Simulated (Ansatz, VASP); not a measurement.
# One calculation of SiO2, two programs

```xyz
12
Lattice="4.9790 0.0000 0.0000 0.0000 4.9790 0.0000 0.0000 0.0000 6.9500" Properties=species:S:1:pos:R:3 pbc="T T T"
Si    1.4945    1.4945    0.0000
Si    0.9950    3.9840    1.7375
Si    3.4845    3.4845    3.4750
Si    3.9840    0.9950    5.2125
O     1.1922    0.5224    1.2407
O     1.9671    3.6817    2.9782
O     3.7868    4.4566    4.7157
O     3.0119    1.2973    6.4532
O     3.6817    1.9671    3.9718
O     4.4566    3.7868    2.2343
O     1.2973    3.0119    0.4968
O     0.5224    1.1922    5.7093
```

Alike in both runs: task electric field gradients; functional PBE; k mesh 5 × 5 × 4; occupations fermi-dirac, width 0.02 eV; no spin polarisation.

|  | VASP | Ansatz |
| --- | --- | --- |
| version | VASP 6.6.1 | Ansatz 0.2.0 |
| potentials or method | VASP PAW PBE potentials, release 64 (Si, O) | plane-wave PAW, scalar-relativistic |
| plane-wave cutoff (eV) | 520 | 420 |
| valence electrons in the cell | 64 | 64 |

```csv
,VASP,Ansatz,Ansatz less VASP
gap on the k mesh at the Fermi level (eV),5.77,5.77,-0.002
pressure (GPa),6.4,6.3,-0.14
"traceless stress, the component that is largest in VASP (GPa)",0.46,0.48,+0.022
rms of the force components (eV/Å),0.201,0.201,+0.0002
size of Vzz on the site where it differs most (V/Å²),87.6,92.0,+4.43
```

Atom by atom the forces differ by 0.009 eV/Å (rms over components). The functional is the same, so the differences come from potentials, cutoffs and numerics.
